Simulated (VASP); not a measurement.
Zr8HS16 (a cell with a defect), 25 atoms in the cell. The cell holds a defect, 25 atoms: a = 9.296 Å, b = 9.296 Å, c = 9.750 Å, α = 116.71°, β = 116.71°, γ = 93.27°.  This cell differs from its parent crystal: with an interstitial atom, then relaxed in part.

| Property | Result |
| --- | --- |
| Program | VASP 6.6.1 |
| Task | single point |
| Functional | PBE |
| Potentials or basis | VASP PAW PBE potentials, release 64 (Zr_sv, S, H) |
| Cutoff | 400 eV |
| k mesh | 2 × 2 × 2, shifted |
| Occupations | gaussian, width 0.02 eV |
| Spin | no spin polarisation |
| Dipole correction | no |
| Charge | 1 |
| Further INCAR settings | ALGO = Normal; EDIFF = 1e-06; NBANDS = 114; NELECT = 192.0 |

Potentials or basis: VASP PAW PBE potentials, release 64 (Zr_sv, S, H).

Command:

```bash
$ cat potpaw_PBE.64/Zr_sv/POTCAR potpaw_PBE.64/S/POTCAR potpaw_PBE.64/H/POTCAR > POTCAR
$ mpirun -np 1 vasp_std > vasp.out
```

Hardware: 1 thread of Intel(R) Xeon(R) 6975P-C (Granite Rapids), on a shared host.

Problem. Estimate the wall time of this run.

Solution. Wall time 5.6 min on 1 thread of Intel(R) Xeon(R) 6975P-C (Granite Rapids) (shared host), peak memory 0.65 GiB. Counts: scf iterations 16, k points 4.
